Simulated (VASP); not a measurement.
A run of VASP 6.6.1 is set up as follows.

INCAR

```
SYSTEM = Si4Cl
PREC = Accurate
ENCUT = 520
EDIFF = 1E-6
ISMEAR = 0
SIGMA = 0.1
LREAL = .FALSE.
LASPH = .TRUE.
NELM = 100
ALGO = Normal
ISIF = 2
LWAVE = .FALSE.
LCHARG = .FALSE.
GGA = PE
NBANDS = 34
```

KPOINTS

```
Automatic mesh
0
G
  4 4 4
  0 0 0
```

The input POSCAR:

```
Si4Cl
1.0
    5.7642337825     -0.1213370254     -0.0309305714
    1.7198235215      5.6816659222      0.2017016304
    1.2796760047      1.0872440435      7.2326661638
Si Cl
8 2
Direct
    0.1879074237      0.9499956847      0.3650875054
    0.4551905056      0.6842045108      0.8633459244
    0.7124172445      0.9497822793      0.7347610225
    0.4450295221      0.2154953225      0.2366334013
    0.1294548668      0.8582536052      0.6848769614
    0.7710169432      0.0428523433      0.4149707103
    0.5026739032      0.2605626500      0.9057602201
    0.3969256820      0.6389988845      0.1942266022
    0.1325365845      0.2801003240      0.8628216479
    0.7668473247      0.6197543955      0.2375160040
```

Potentials or basis: VASP PAW PBE potentials, release 64 (Si, Cl).

The run is started by

```sh
$ cat potpaw_PBE.64/Si/POTCAR potpaw_PBE.64/Cl/POTCAR > POTCAR
$ mpirun -np 1 vasp_std > vasp.out
```

(1) Predict the pressure.

(2) Estimate the band gap on the k mesh.

(3) Estimate the largest force.

Answers

(1) -0.1 GPa.

(2) zero (bands 23 and 24 overlap by 0.22 eV).

(3) 0.035 eV/Å.
